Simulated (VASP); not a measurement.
Write the native input for VASP 6.6.1 that does the following.

```yaml
Task: single point
Functional: PBEsol
Potentials_or_basis: VASP PAW PBE potentials, release 64 (Si, Ge_d)
Cutoff: 520 eV
k_mesh: 12 × 12 × 6
Occupations: gaussian, width 0.02 eV
Spin: no spin polarisation
Dipole_correction: no
Further_INCAR_settings: ALGO = Normal; EDIFF = 1e-06; NBANDS = 26
```

The structure of SiGe lies in POSCAR:

```
SiGe
1.0
    3.8905038580      0.0000000000      0.0000000000
   -1.9452519290      3.3692751746      0.0000000000
    0.0000000000      0.0000000000      6.5722606276
Si Ge
2 2
Direct
    0.6666666673      0.3333333327      0.8732683032
    0.3333333327      0.6666666673      0.3732683032
    0.6666666662      0.3333333338      0.5017306968
    0.3333333338      0.6666666662      0.0017306968
```

This cell differs from its parent crystal: uniaxial strain along c: +2.0 %, then relaxed in part.

The input as run:

INCAR

```
  ALGO = Normal
  EDIFF = 1E-6
  ENCUT = 520
  GGA = PS
  ISIF = 2
  ISMEAR = 0
  LASPH = T
  LCHARG = F
  LREAL = F
  LWAVE = F
  NBANDS = 26
  NELM = 100
  PREC = Accurate
  SIGMA = 0.02
```

KPOINTS

```
k-points
0
Gamma
  12 12 6
```

Potentials or basis: VASP PAW PBE potentials, release 64 (Si, Ge_d).

The run is started by

```sh
$ cat potpaw_PBE.64/Si/POTCAR potpaw_PBE.64/Ge_d/POTCAR > POTCAR
$ mpirun -np 1 vasp_std > vasp.out
```

It gave:

```json
{
 "Pressure": "-1.2 GPa",
 "Band gap on the k mesh": "0.29 eV (least direct gap 0.59 eV)"
}
```

Caveat: the cell differs from its parent crystal (uniaxial strain along c: +2.0 %, then relaxed in part); semilocal functionals underestimate gaps, and a narrow one can read as zero; the PAW data sets were made with another functional, which shifts forces and pressure a little.

Wall time 76 s on 1 thread of Intel(R) Xeon(R) Platinum 8559C (Emerald Rapids), on a shared host, peak memory 0.28 GiB.
